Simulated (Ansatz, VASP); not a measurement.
## One calculation of H, two programs

```
H
1.0
    -1.69153    1.69153    2.05847
     1.69153   -1.69153    2.05847
     1.69153    1.69153   -2.05847
H
2
Cartesian
  0.0000 0.0000 0.3711
  0.0000 0.0000 3.7459
```

Alike in both runs: task single point; functional PBE-based screened hybrid; k mesh 6 × 6 × 6; occupations fermi-dirac, width 0.05 eV; no spin polarisation.

```csv
,VASP,Ansatz
version,VASP 6.6.1,Ansatz 0.2.0
potentials or method,"VASP PAW PBE potentials, release 64 (H)",Ansatz PAW
plane-wave cutoff (eV),520,420
valence electrons in the cell,2,2
```

VASP gave:

| Property | Result |
| --- | --- |
| gap on the k mesh at the Fermi level (eV) | 9.88 |
| least direct gap on the mesh (eV) | 10.72 |
| pressure (GPa) | 0.4 |
| traceless stress, the component that is largest in VASP (GPa) | 0.51 |
| rms of the force components (eV/Å) | 0.088 |

Problem. Estimate Ansatz's values.

Solution. gap on the k mesh at the Fermi level (eV): 9.88; least direct gap on the mesh (eV): 10.73; pressure (GPa): 0.6; traceless stress, the component that is largest in VASP (GPa): 0.58; rms of the force components (eV/Å): 0.092.

VASP's potentials were made for PBE, not for PBE-based screened hybrid. Atom by atom the forces differ by 0.005 eV/Å (rms over components).

The k mesh is coarse, so the values compare programs but aren't converged.
